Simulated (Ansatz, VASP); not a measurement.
# One calculation of TiO2, two programs

```
Ti O
1.0
     4.63994    0.00000    0.00000
     0.00000    4.63994    0.00000
     0.00000    0.00000    2.95900
Ti O
2 4
Cartesian
  0.0000 0.0000 0.0000
  2.3200 2.3200 1.4795
  1.4198 1.4198 0.0000
  0.9001 3.7398 1.4795
  3.2201 3.2201 0.0000
  3.7398 0.9001 1.4795
```

Change from the starting cell: equal xx and yy strain of +1 %, crystal datasets.

Alike in both runs: task electric field gradients; functional LDA; k mesh 7 × 7 × 10; occupations fermi-dirac, width 0.05 eV; no spin polarisation.

```csv
,VASP,Ansatz
version,VASP 6.6.1,Ansatz 0.2.0
potentials or method,"VASP PAW LDA potentials, release 64 (Ti_sv, O), cutoff 520 eV","all-electron PAW with datasets made for the crystal, scalar-relativistic"
```

VASP gave:

| Item | Value |
| --- | --- |
| pressure (GPa) | -10.7 |
| traceless stress, the component that is largest in VASP (GPa) | -0.97 |
| rms of the force components (eV/Å) | 0.010 |
| size of Vzz on the site where it differs most (V/Å²) | 26.2 |

Problem. Which values does Ansatz return?

Solution. Pressure (GPa): -11.6; traceless stress, the component that is largest in VASP (GPa): -1.26; rms of the force components (eV/Å): 0.007; size of Vzz on the site where it differs most (V/Å²): 25.0.

LDA's correlation is that of Perdew and Zunger in VASP and of Perdew and Wang (1992) in Ansatz. Atom by atom the forces differ by 0.017 eV/Å (rms over components). One of these differences is far larger than is usual between the two programs; its cause wasn't traced. Ansatz ran all-electron here, and VASP with PAW potentials.
